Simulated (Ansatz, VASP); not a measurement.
**Y: VASP beside Ansatz**

```
Y
1.0
     3.56021    0.00000    0.00000
    -1.78011    3.08323    0.00000
     0.00000    0.00000    6.03477
Y
2
Cartesian
  0.0000 2.0555 1.5087
  1.7801 1.0277 4.5261
```

Change from the starting cell: strain -0.025 along x and y, +0.050 along z, atoms carried along.

Alike in both runs: task single point; functional PBE; k mesh 18 × 18 × 8; occupations gaussian, width 0.15 eV; no spin polarisation.

|  | VASP | Ansatz |
| --- | --- | --- |
| version | VASP 6.6.1 | Ansatz 0.2.0 |
| potentials or method | VASP PAW PBE potentials, release 64 (Y_sv), cutoff 520 eV | scalar-relativistic, plane waves, PAW |
| valence electrons in the cell | 22 | 22 |

```csv
,VASP,Ansatz,Ansatz less VASP
gap on the k mesh at the Fermi level (eV),none,none,-
pressure (GPa),-0.4,-0.3,+0.10
"traceless stress, the component that is largest in VASP (GPa)",-2.91,-2.92,-0.008
```

A gap of «none» marks a metal or a gap that the smearing closes.
